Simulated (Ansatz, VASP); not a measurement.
# Y in VASP and in Ansatz

File INCAR:

```
ALGO = Fast ; EDIFF = 1E-7
ENCUT = 520 ; GGA = PS
ISIF = 2 ; ISMEAR = 0
LASPH = T ; LCHARG = F
LREAL = F ; LWAVE = F
NBANDS = 18 ; NELM = 60
PREC = Accurate ; SIGMA = 0.15
```

Contents of KPOINTS:

```
k-points
0
Gamma
  18 18 8
```

Contents of POSCAR:

```
Y
1.0
    3.5602117562      0.0000000000      0.0000000000
   -1.7801058781      3.0832338237      0.0000000000
    0.0000000000      0.0000000000      6.0347700000
Y
2
Direct
    0.3333333333      0.6666666667      0.2500000000
    0.6666666667      0.3333333333      0.7500000000
```

Input for Ansatz:

```yaml
crystal:
  lattice:
    - [3.5602117562, 0.0, 0.0]
    - [-1.7801058781, 3.0832338237, 0.0]
    - [0.0, 0.0, 6.03477]
  atoms:
    - { symbol: "Y", position: [0.3333333333, 0.6666666667, 0.25] }
    - { symbol: "Y", position: [0.6666666667, 0.3333333333, 0.75] }
basis:
  ecutwfc: 420
kpoints:
  mp_grid: { grid: [18, 18, 8] }
hamiltonian:
  xc: pbesol
scf:
  occupations: { method: gaussian, width: 0.15 }
output:
  forces: true
  stress: true
  eigenvalues: true
```

Change from the starting cell: strain -0.025 along x and y, +0.050 along z, atoms carried along.

Alike in both runs: task single point; functional PBEsol; k mesh 18 × 18 × 8; occupations gaussian, width 0.15 eV; no spin polarisation.

```csv
,VASP,Ansatz
version,VASP 6.6.1,Ansatz 0.2.0
potentials or method,"VASP PAW PBE potentials, release 64 (Y_sv), cutoff 520 eV","scalar-relativistic, plane waves, PAW"
valence electrons in the cell,22,22
```

VASP gave:

* gap on the k mesh at the Fermi level (eV): none
* pressure (GPa): -2.3
* traceless stress, the component that is largest in VASP (GPa): -2.82

Question: Estimate Ansatz's values.

Answer: gap on the k mesh at the Fermi level (eV): none; pressure (GPa): -2.2; traceless stress, the component that is largest in VASP (GPa): -2.83.

VASP's potentials were made for PBE, not for PBEsol. A gap of «none» marks a metal or a gap that the smearing closes.
